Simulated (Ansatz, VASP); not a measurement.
## B2AsH2 in VASP and in Ansatz

The input INCAR:

```
SYSTEM = B2AsH2
  ALGO = Normal
  EDIFF = 1E-6
  ENCUT = 520
  GGA = PE
  ISIF = 2
  ISMEAR = 0
  LASPH = .TRUE.
  LCHARG = .FALSE.
  LREAL = .FALSE.
  LWAVE = .FALSE.
  NBANDS = 14
  NELM = 100
  PREC = Accurate
  SIGMA = 0.1
```

KPOINTS

```
k-points
0
G
  6 6 4
  0 0 0
```

The input POSCAR:

```
B2AsH2
1.0
    3.2595794900      0.0000000000      0.0000000000
   -1.6297897500      2.8228786400      0.0000000000
    0.0000000000      0.0000000000      5.9425738800
B H As
2 2 1
Direct
    0.3333333300      0.6666666700      0.5000000000
    0.6666666700      0.3333333300      0.5000000000
    0.0000000000      0.0000000000      0.2232397200
    0.0000000000      0.0000000000      0.7767602800
    0.0000000000      0.0000000000      0.0000000000
```

Input for Ansatz:

```yaml
crystal:
  lattice:
    - [3.25957949, 0.0, 0.0]
    - [-1.62978975, 2.82287864, 0.0]
    - [0.0, 0.0, 5.94257388]
  atoms:
    - { symbol: B, position: [0.33333333, 0.66666667, 0.5] }
    - { symbol: B, position: [0.66666667, 0.33333333, 0.5] }
    - { symbol: H, position: [0.0, 0.0, 0.22323972] }
    - { symbol: H, position: [0.0, 0.0, 0.77676028] }
    - { symbol: As, position: [0.0, 0.0, 0.0] }
basis:
  ecutwfc: 420
kpoints:
  mp_grid: { grid: [6, 6, 4] }
hamiltonian:
  xc: pbe
scf:
  occupations: { method: gaussian, width: 0.1 }
  lower_state_search: "off"
output:
  forces: true
  stress: true
  eigenvalues: true
```

Alike in both runs: task single point; functional PBE; k mesh 6 × 6 × 4; occupations gaussian, width 0.1 eV; no spin polarisation.

|  | VASP | Ansatz |
| --- | --- | --- |
| version | VASP 6.6.1 | Ansatz 0.2.0 |
| potentials or method | VASP PAW PBE potentials, release 64 (B, H, As), cutoff 520 eV | scalar-relativistic, plane waves, PAW |
| valence electrons in the cell | 13 | 23 |

```csv
,VASP,Ansatz,Ansatz less VASP
gap on the k mesh at the Fermi level (eV),none,none,-
pressure (GPa),0.8,0.4,-0.46
"traceless stress, the component that is largest in VASP (GPa)",46.74,45.70,-1.042
rms of the force components (eV/Å),2.001,1.926,-0.0745
```

Atom by atom the forces differ by 0.074 eV/Å (rms over components). A gap of «none» marks a metal or a gap that the smearing closes. VASP's potentials hold 13 valence electrons a cell and Ansatz's 23, so a difference there can come from the potentials and not from the codes.

The k mesh is coarse, so the values compare programs but aren't converged.
